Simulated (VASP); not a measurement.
# Au (Fm-3m) in VASP: notebook

The runs below take Au through single point, with PBE, r2SCAN.

Everything below comes from runs of VASP 6.6.1. Logs are shortened: lines on timing, memory, paths and dates and some standing lists are left out, and cuts for length are marked.

## 1. The cell of the first run

The structure is cubic, space group Fm-3m (No. 225). Conventional cell: a = 4.172 Å, b = 4.172 Å, c = 4.172 Å, α = 90.00°, β = 90.00°, γ = 90.00°. Within 3.9 Å of Au (site symmetry m-3m) lie 12 Au at 2.95 Å.

## 2. Single point, PBE (18.15 Å³/atom)

INCAR reads:

```
ALGO = Normal
EDIFF = 1E-6
ENCUT = 520
GGA = PE
ISIF = 2
ISMEAR = 0
LASPH = True
LCHARG = True
LELF = True
LREAL = False
LVHAR = True
LWAVE = False
NBANDS = 12
NELM = 60
PREC = Accurate
SIGMA = 0.05
```

KPOINTS reads:

```
k-points
0
Gamma
  8 8 8
```

POSCAR reads:

```
Au
1.0
    0.0000000000      2.0858899939      2.0858899939
    2.0858899939      0.0000000000      2.0858899939
    2.0858899939      2.0858899939      0.0000000000
Au
1
Direct
    0.0000000000      0.0000000000      0.0000000000
```

Potentials or basis: VASP PAW PBE potentials, release 64 (Au).

Run with:

```
$ cat potpaw_PBE.64/Au/POTCAR > POTCAR
$ mpirun -np 1 vasp_std > vasp.out
```

OUTCAR:

```text
EDIFF = 1E-6
   ENCUT = 520
   GGA = PE
   ISIF = 2
   ISMEAR = 0
   LASPH = True
   LREAL = False
   NELM = 60
   PREC = Accurate

 ion  position               nearest neighbor table
   1  0.000  0.000  0.000-

  LATTYP: Found a face centered cubic cell.
 ALAT       =     4.1717799878

  Lattice vectors:

 A1 = (   0.0000000000,   2.0858899939,   2.0858899939)
 A2 = (   2.0858899939,   0.0000000000,   2.0858899939)
 A3 = (   2.0858899939,   2.0858899939,   0.0000000000)

Analysis of symmetry for initial positions (statically):
=====================================================================
 Subroutine PRICEL returns:
 Original cell was already a primitive cell.

 Routine SETGRP: Setting up the symmetry group for a
 face centered cubic supercell.

 Subroutine GETGRP returns: Found 48 space group operations
 (whereof 48 operations were pure point group operations)
 out of a pool of 48 trial point group operations.

The static configuration has the point symmetry O_h .

Analysis of symmetry for dynamics (positions and initial velocities):
=====================================================================
 Subroutine PRICEL returns:
 Original cell was already a primitive cell.

 Routine SETGRP: Setting up the symmetry group for a
 face centered cubic supercell.

 Subroutine GETGRP returns: Found 48 space group operations
 (whereof 48 operations were pure point group operations)
 out of a pool of 48 trial point group operations.

The dynamic configuration has the point symmetry O_h .

 Subroutine INISYM returns: Found 48 space group operations
 (whereof 48 operations are pure point group operations),
 and found     1 'primitive' translations

----------------------------------------------------------------------------------------

                                     Primitive cell

  volume of cell :      18.1512

  direct lattice vectors                    reciprocal lattice vectors
     0.000000000  2.085889994  2.085889994    -0.239705834  0.239705834  0.239705834
     2.085889994  0.000000000  2.085889994     0.239705834 -0.239705834  0.239705834
     2.085889994  2.085889994  0.000000000     0.239705834  0.239705834 -0.239705834

  length of vectors
     2.949893919  2.949893919  2.949893919     0.415182683  0.415182683  0.415182683

  position of ions in fractional coordinates (direct lattice)
     0.000000000  0.000000000  0.000000000

  ion indices of the primitive-cell ions
   primitive index   ion index
                 1           1

----------------------------------------------------------------------------------------

 KPOINTS: k-points

Automatic generation of k-mesh.
 Grid dimensions read from file:
 generate k-points for:    8    8    8

 Generating k-lattice:

  Cartesian coordinates                     Fractional coordinates (reciprocal lattice)
    -0.029963229  0.029963229  0.029963229     0.125000000  0.000000000  0.000000000
     0.029963229 -0.029963229  0.029963229     0.000000000  0.125000000  0.000000000
     0.029963229  0.029963229 -0.029963229     0.000000000  0.000000000  0.125000000

  Length of vectors
     0.051897835  0.051897835  0.051897835

  Shift w.r.t. Gamma in fractional coordinates (k-lattice)
     0.000000000  0.000000000  0.000000000

 Subroutine IBZKPT returns following result:
 ===========================================

 Found     29 irreducible k-points:

 Following reciprocal coordinates:
            Coordinates               Weight
  0.000000  0.000000  0.000000      1.000000
  0.125000  0.000000  0.000000      8.000000
  0.250000  0.000000  0.000000      8.000000
  0.375000  0.000000  0.000000      8.000000
  0.500000  0.000000  0.000000      4.000000
  0.125000  0.125000  0.000000      6.000000
[... 16 lines left out ...]
  0.500000  0.250000  0.125000     48.000000
 -0.375000  0.250000  0.125000     24.000000
 [... further k-points ...]
   k-points           NKPTS =     29   k-points in BZ     NKDIM =     29   number of bands    NBANDS=     12
   number of dos      NEDOS =    301   number of ions     NIONS =      1
   total plane-waves  NPLWV =  13824
   dimension x,y,z NGX =    24 NGY =   24 NGZ =   24
   dimension x,y,z NGXF=    48 NGYF=   48 NGZF=   48
   ions per type =               1
   NGX,Y,Z   is equivalent  to a cutoff of  13.53, 13.53, 13.53 a.u.
   NGXF,Y,Z  is equivalent  to a cutoff of  27.05, 27.05, 27.05 a.u.
 SYSTEM =  unknown system
   PREC   = accura    normal or accurate (medium, high low for compatibility)
   ISTART =      0    job   : 0-new  1-cont  2-samecut
   ICHARG =      2    charge: 1-file 2-atom 10-const
   ISPIN  =      1    spin polarized calculation?
   LNONCOLLINEAR =      F non collinear calculations
   LSORBIT =      F    spin-orbit coupling
   LASPH  =      T    aspherical Exc in radial PAW
   ENCUT  =  520.0 eV  38.22 Ry    6.18 a.u.   5.48  5.48  5.48*2*pi/ulx,y,z
   NELM   =     60;   NELMIN=  2; NELMDL= -5     # of ELM steps
   EDIFF  = 0.1E-05   stopping-criterion for ELM
   LREAL  =      F    real-space projection
   EDIFFG = 0.1E-04   stopping-criterion for IOM
   NSW    =      0    number of steps for IOM
   IBRION =     -1    ionic relax: 0-MD 1-quasi-New 2-CG
   NFREE  =      0    steps in history (QN), initial steepest desc. (CG)
   ISIF   =      2    stress and relaxation
   ISYM   =      2    0-nonsym 1-usesym 2-fastsym
   POTIM  = 0.5000    time-step for ionic-motion
   TEBEG  =    0.0;   TEEND  =   0.0 temperature during run
   PSTRESS=    0.0 pullay stress
   NELECT =      11.0000    total number of electrons
   NUPDOWN=      -1.0000    fix difference up-down
   EMIN   =  10.00;   EMAX   =-10.00  energy-range for DOS
   EFERMI =   0.00;   METHOD = LEGACY
   ISMEAR =     0;   SIGMA  =   0.05  broadening in eV -4-tet -1-fermi 0-gaus
   EFERMI_NEDOS =   21; number of points for ismear=-14 and -15
   IALGO  =     38    algorithm
   IMIX   =      4    mixing-type and parameters
     AMIX     =   0.40;   BMIX     =  1.00
     AMIX_MAG =   1.60;   BMIX_MAG =  1.00
  volume/ion in A,a.u.               =      18.15       122.49
  Fermi-wavevector in a.u.,A,eV,Ry     =   1.385387  2.618001 26.113609  1.919296
  Thomas-Fermi vector in A             =   2.509802
   LORBIT       =      0    0 simple, 1 ext, 2 COOP (PROOUT), +10 PAW based schemes
   GGA     = PE    functional components
   LHFCALC =     F    Hartree Fock is set to
   AEXX    =    0.0000 exact exchange contribution
   IVDW    =     0    specifies the selected vdW correction
   LEPSILON=     F    determine dielectric tensor
   LRPA    =     F    only Hartree local field effects (RPA)
 non-spin polarized calculation
 Gauss-broadening in eV      SIGMA  =   0.05
  energy-cutoff  :      520.00
  volume of cell :       18.15
 maximum number of plane-waves:       531
 NGX is ok and might be reduce to    24
   NGX = 11   NGY = 11   NGZ = 11

 number of electron      11.0000001 magnetization

 Free energy of the ion-electron system (eV)
  ---------------------------------------------------
  ext. energy  EPLUGINS =         0.00000000
  ---------------------------------------------------
  free energy    TOTEN  =        -3.18631894 eV

  energy without entropy =       -3.18480218  energy(sigma->0) =       -3.18556056

 E-fermi :   8.3172     XC(G=0): -12.3402

 val. band max:        8.2799331773   @ k =   0.5000   0.2500   0.1250
 cond. band min:       8.5589055948   @ k =   0.5000   0.3750   0.1250
 fundamental gap:      0.2789724176
 Fermi energy:         8.3172144085

 k-point     1 :       0.0000    0.0000    0.0000
  band No.  band energies     occupation
      1      -0.7482      2.00000
      2       4.0959      2.00000
      3       4.0959      2.00000
      4       4.0959      2.00000
      5       5.4512      2.00000
      6       5.4512      2.00000
      7      23.0479      0.00000
      8      26.6839      0.00000
      9      26.6839      0.00000
     10      26.6839      0.00000
     11      31.3914      0.00000
     12      35.3781      0.00000

 k-point     2 :       0.1250    0.0000    0.0000
  band No.  band energies     occupation
      1      -0.2456      2.00000
      2       3.9636      2.00000
      3       4.2446      2.00000
      4       4.2446      2.00000
      5       5.4015      2.00000
      6       5.4015      2.00000
      7      23.3015      0.00000
      8      24.2156      0.00000
      9      27.1899      0.00000
     10      27.1899      0.00000
     11      31.1321      0.00000
     12      33.2241      0.00000

 k-point     3 :       0.2500    0.0000    0.0000
  band No.  band energies     occupation
      1       0.9649      2.00000
      2       3.9971      2.00000
      3       4.3492      2.00000
      4       4.3492      2.00000
      5       5.6050      2.00000
      6       5.6050      2.00000
      7      19.2168      0.00000
      8      23.9817      0.00000
      9      27.6706      0.00000
     10      27.6706      0.00000
     11      29.7187      0.00000
     12      30.9648      0.00000
[... 286 lines left out ...]
 k-point    23 :       0.5000    0.2500    0.1250
  band No.  band energies     occupation
      1       2.6453      2.00000
      2       3.6789      2.00000
      3       3.8541      2.00000
      4       5.0390      2.00000
      5       6.0960      2.00000
      6       8.2799      1.70833
      7      15.1618      0.00000
      8      19.9443      0.00000
      9      22.3707      0.00000
     10      26.5214      0.00000
     11      30.3761      0.00000
     12      33.6974      0.00000

 k-point    24 :      -0.3750    0.2500    0.1250
  band No.  band energies     occupation
      1       2.6463      2.00000
      2       3.5107      2.00000
      3       4.5249      2.00000
      4       4.8524      2.00000
      5       6.4050      2.00000
      6      11.0622      0.00000
      7      11.2533      0.00000
      8      20.1510      0.00000
      9      21.2158      0.00000
     10      25.8010      0.00000
     11      31.6528      0.00000
     12      34.6988      0.00000

 [... further k-points ...]

------------------------ aborting loop because EDIFF is reached ----------------------------------------

  FORCE on cell =-STRESS in cart. coord.  units (eV):
  Direction    XX          YY          ZZ          XY          YZ          ZX
  --------------------------------------------------------------------------------------
  -------------------------------------------------------------------------------------
  Total       -0.1005503     -0.1005503     -0.1005503      0.0000000      0.0000000     -0.0000000
  in kB       -8.8754404     -8.8754404     -8.8754404      0.0000000      0.0000000     -0.0000000
  external PRESSURE =      -8.8754404 kB  Pullay stress =       0.0000000 kB

 VOLUME and BASIS-vectors are now :
 -----------------------------------------------------------------------------
  energy-cutoff  :      520.00
  volume of cell :       18.15
      direct lattice vectors                 reciprocal lattice vectors
     0.000000000  2.085889994  2.085889994    -0.239705834  0.239705834  0.239705834
     2.085889994  0.000000000  2.085889994     0.239705834 -0.239705834  0.239705834
     2.085889994  2.085889994  0.000000000     0.239705834  0.239705834 -0.239705834

 POSITION                                       TOTAL-FORCE (eV/Angst)
 -----------------------------------------------------------------------------------
      0.00000      0.00000      0.00000         0.000000      0.000000      0.000000
 -----------------------------------------------------------------------------------
    total drift:                                0.000000     -0.000000     -0.000000

  FREE ENERGIE OF THE ION-ELECTRON SYSTEM (eV)
  ---------------------------------------------------
  free  energy   TOTEN  =        -3.1863189382 eV

  energy  without entropy=       -3.1848021753  energy(sigma->0) =       -3.18556056
```

Wall time 20 s (1 thread of AMD EPYC, shared host); peak memory 0.11 GiB.

Results:

- Free energy: -3.1863 eV
- Pressure: -0.9 GPa
- Band gap on the k mesh: zero (an odd number of electrons rules out a gap without spin polarisation)

Caveat: spin-orbit coupling is left out, which moves the levels of the heavy elements.

## 3. Single point, PBE (18.07 Å³/atom)

This run uses another cell than the first one, of 18.07 Å³/atom.

INCAR reads:

```
PREC     = Accurate       # precision mode
ENCUT    = 520            # plane-wave cutoff, eV
EDIFF    = 1E-7           # SCF threshold, eV
ISMEAR   = 0              # smearing method
SIGMA    = 0.05           # smearing width, eV
LREAL    = F              # projectors in reciprocal space
LASPH    = T              # aspherical terms in the spheres
NELM     = 80             # most SCF steps
ALGO     = Normal         # electronic algorithm
ISIF     = 2              # what is computed and relaxed
LWAVE    = F              # write WAVECAR
LCHARG   = F              # write CHGCAR
GGA      = PE             # functional
NBANDS   = 12             # bands
```

KPOINTS reads:

```
Automatic mesh
0
Gamma
  8 8 8
```

POSCAR reads:

```
Au
1.0
    0.0000000000      2.0827296890      2.0827296890
    2.0827296890      0.0000000000      2.0827296890
    2.0827296890      2.0827296890      0.0000000000
Au
1
Direct
    0.0000000000      0.0000000000      0.0000000000
```

Potentials or basis: VASP PAW PBE potentials, release 64 (Au).

Run with:

```
$ cat potpaw_PBE.64/Au/POTCAR > POTCAR
$ mpirun -np 1 vasp_std > vasp.out
```

It took 23 s on 1 thread of AMD EPYC, shared host; peak memory 0.11 GiB.

The run converged. Its results:

- Free energy: -3.1866 eV
- Pressure: -0.3 GPa
- Band gap on the k mesh: zero (an odd number of electrons rules out a gap without spin polarisation)

Levels at points of the mesh, in eV from the Fermi level:
```csv
k point,band 2,band 3,band 4,band 5,band 6,band 7,band 8,band 9,band 10,band 11
"(0.00, 0.00, 0.00)",-4.25,-4.25,-4.25,-2.88,-2.88,14.72,18.39,18.39,18.39,23.11
"(0.50, 0.00, 0.00)",-4.28,-4.28,-1.80,-1.80,-0.55,2.91,14.16,16.83,16.83,24.20
"(0.50, 0.50, 0.00)",-6.11,-1.84,-1.51,-1.51,1.32,5.45,9.98,9.98,16.72,19.17
```

Caveat: spin-orbit coupling is left out, which moves the levels of the heavy elements.

## 4. Single point, r2SCAN (17.56 Å³/atom)

This run uses another cell than the first one, of 17.56 Å³/atom.

POSCAR reads:

```
Au
1.0
    0.0000000000      2.0629133483      2.0629133483
    2.0629133483      0.0000000000      2.0629133483
    2.0629133483      2.0629133483      0.0000000000
Au
1
Direct
    0.0000000000      0.0000000000      0.0000000000
```

INCAR.step1 reads:

```
PREC = Accurate
ENCUT = 520
ISMEAR = 0
SIGMA = 0.05
LREAL = F
LASPH = T
NELM = 80
NBANDS = 12
GGA = PE
ALGO = Normal
EDIFF = 1E-4
LWAVE = T
LCHARG = F
```

INCAR.step2 reads:

```
PREC = Accurate
ENCUT = 520
EDIFF = 1E-7
ISMEAR = 0
SIGMA = 0.05
LREAL = F
LASPH = T
NELM = 80
ALGO = Normal
ISIF = 2
LWAVE = F
LCHARG = F
METAGGA = R2SCAN
LMIXTAU = T
NBANDS = 12
ISTART = 1
```

KPOINTS reads:

```
Automatic mesh
0
Gamma
  18 18 18
```

Run with:

```
$ cat potpaw_PBE.64/Au/POTCAR > POTCAR
$ cp INCAR.step1 INCAR
$ mpirun -np 1 vasp_std > vasp.out
$ cp INCAR.step2 INCAR
$ mpirun -np 1 vasp_std > vasp.out
```

It took 7.9 min on 1 thread of AMD EPYC, shared host; peak memory 0.14 GiB.

The run converged. Its results:

- Free energy: -50.5966 eV
- Pressure: 0.1 GPa
- Band gap on the k mesh: zero (an odd number of electrons rules out a gap without spin polarisation)

Levels at points of the mesh, in eV from the Fermi level:
| k point | band 4 | band 5 | band 6 | band 7 | band 8 | band 9 |
| --- | --- | --- | --- | --- | --- | --- |
| (0.00, 0.00, 0.00) | -4.75 | -3.30 | -3.30 | 15.39 | 19.30 | 19.30 |
| (0.50, 0.00, 0.00) | -2.11 | -2.11 | -0.62 | 3.05 | 14.87 | 17.72 |
| (0.50, 0.50, 0.00) | -1.79 | -1.79 | 1.31 | 5.79 | 10.47 | 10.47 |

Caveat: the PAW data sets were made with another functional, which shifts forces and pressure a little; spin-orbit coupling is left out, which moves the levels of the heavy elements.

## 5. Single point, r2SCAN (17.54 Å³/atom)

This run uses another cell than the first one, of 17.54 Å³/atom.

POSCAR reads:

```
Au
1.0
    0.0000000000      2.0621937862      2.0621937862
    2.0621937862      0.0000000000      2.0621937862
    2.0621937862      2.0621937862      0.0000000000
Au
1
Direct
    0.0000000000      0.0000000000      0.0000000000
```

INCAR.step1: that of step 4 with these lines changed.

```diff
@@ -6,3 +6,3 @@
 LASPH = T
-NELM = 80
+NELM = 60
 NBANDS = 12
```

INCAR.step2: that of step 4 with these lines changed.

```diff
@@ -7,3 +7,3 @@
 LASPH = T
-NELM = 80
+NELM = 60
 ALGO = Normal
```

KPOINTS is that of step 4.

Run with:

```
$ cat potpaw_PBE.64/Au/POTCAR > POTCAR
$ cp INCAR.step1 INCAR
$ mpirun -np 1 vasp_std > vasp.out
$ cp INCAR.step2 INCAR
$ mpirun -np 1 vasp_std > vasp.out
```

It took 8.1 min on 1 thread of AMD EPYC, shared host; peak memory 0.14 GiB.

It converged, with:

```yaml
Free_energy: -50.5965 eV
Pressure: 0.3 GPa
Band_gap_on_the_k_mesh: zero (an odd number of electrons rules out a gap without spin polarisation)
```

Levels at points of the mesh, in eV from the Fermi level:
```csv
k point,band 3,band 4,band 5,band 6,band 7,band 8,band 9,band 10
"(0.00, 0.00, 0.00)",-4.76,-4.76,-3.30,-3.30,15.39,19.30,19.30,19.30
"(0.50, 0.00, 0.00)",-4.80,-2.11,-2.11,-0.63,3.05,14.87,17.73,17.73
"(0.50, 0.50, 0.00)",-2.17,-1.79,-1.79,1.30,5.80,10.47,10.47,17.77
```

Caveat: the PAW data sets were made with another functional, which shifts forces and pressure a little; spin-orbit coupling is left out, which moves the levels of the heavy elements.

(Part 1 of 2 ends here.)
